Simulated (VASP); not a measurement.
Input of a VASP 6.6.1 run:

The input INCAR:

```
  PREC = Accurate
  ENCUT = 520
  EDIFF = 1E-8
  ISMEAR = -1
  SIGMA = 0.03
  LREAL = False
  LASPH = True
  NELM = 100
  ALGO = Normal
  ISIF = 2
  LWAVE = False
  LCHARG = False
  GGA = PE
  LEFG = True
  NBANDS = 11
```

KPOINTS

```
Automatic mesh
0
Gamma
  10 10 10
```

Contents of POSCAR:

```
BAs
1.0
    0.0000000000      2.3264692894      2.3264692894
    2.3264692894      0.0000000000      2.3264692894
    2.3264692894      2.3264692894      0.0000000000
B As
1 1
Direct
    0.7500000000      0.7500000000      0.7500000000
    0.0000000000      0.0000000000      0.0000000000
```

Potentials or basis: VASP PAW PBE potentials, release 64 (B, As).

Command:

```console
$ cat potpaw_PBE.64/B/POTCAR potpaw_PBE.64/As/POTCAR > POTCAR
$ mpirun -np 1 vasp_std > vasp.out
```

Problem. Predict the band gap on the k mesh.

Solution. 1.09 eV, indirect (least direct gap 3.38 eV).

Problem. Predict the pressure.

Solution. 16.9 GPa.

Caveat: without QUAD_EFG the Cq values of the log hold for a quadrupole moment of 1 mb, not for the nuclei. A k mesh can miss the band edges.
